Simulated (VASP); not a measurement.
Input of a VASP 6.6.1 run:

The input POSCAR:

```
Pb
1.0
    0.0000000000      3.4390000555      3.4390000555
    3.4390000555      0.0000000000      3.4390000555
    3.4390000555      3.4390000555      0.0000000000
Pb
2
Direct
    0.2500000000      0.2500000000      0.2500000000
    0.0000000000      0.0000000000      0.0000000000
```

INCAR.step1

```
SYSTEM = Pb
PREC = Accurate
ENCUT = 520
EDIFF = 1E-5
ISMEAR = -1
SIGMA = 0.05
LREAL = .FALSE.
LASPH = .TRUE.
NELM = 60
ALGO = Normal
ISIF = 2
LWAVE = .TRUE.
GGA = PE
NBANDS = 21
```

The input INCAR.step2:

```
SYSTEM = Pb
PREC = Accurate
ENCUT = 520
EDIFF = 1E-6
ISMEAR = -1
SIGMA = 0.05
LREAL = .FALSE.
LASPH = .TRUE.
NELM = 60
ALGO = Normal
ISIF = 2
LWAVE = .FALSE.
LCHARG = .TRUE.
GGA = PS
LHFCALC = .TRUE.
AEXX = 0.25
HFSCREEN = 0.207
PRECFOCK = Normal
LELF = .TRUE.
LVHAR = .TRUE.
ISTART = 1
NBANDS = 21
```

File KPOINTS:

```
regular mesh
0
G
  4 4 4
  0 0 0
```

Potentials or basis: VASP PAW PBE potentials, release 64 (Pb_d).

The run is started by

```sh
$ cat potpaw_PBE.64/Pb_d/POTCAR > POTCAR
$ cp INCAR.step1 INCAR
$ mpirun -np 1 vasp_std > vasp.out
$ cp INCAR.step2 INCAR
$ mpirun -np 1 vasp_std > vasp.out
```

Estimate the band gap on the k mesh.

zero (bands 14 and 15 overlap by 1.29 eV).

What does it give for the pressure?

0.3 GPa.

Caveat: the k points lie up to 0.40 Å⁻¹ apart, too coarse for converged energies and pressures of a metal; the PAW data sets were made with another functional, which shifts forces and pressure a little; spin-orbit coupling is left out, which moves the levels of the heavy elements.
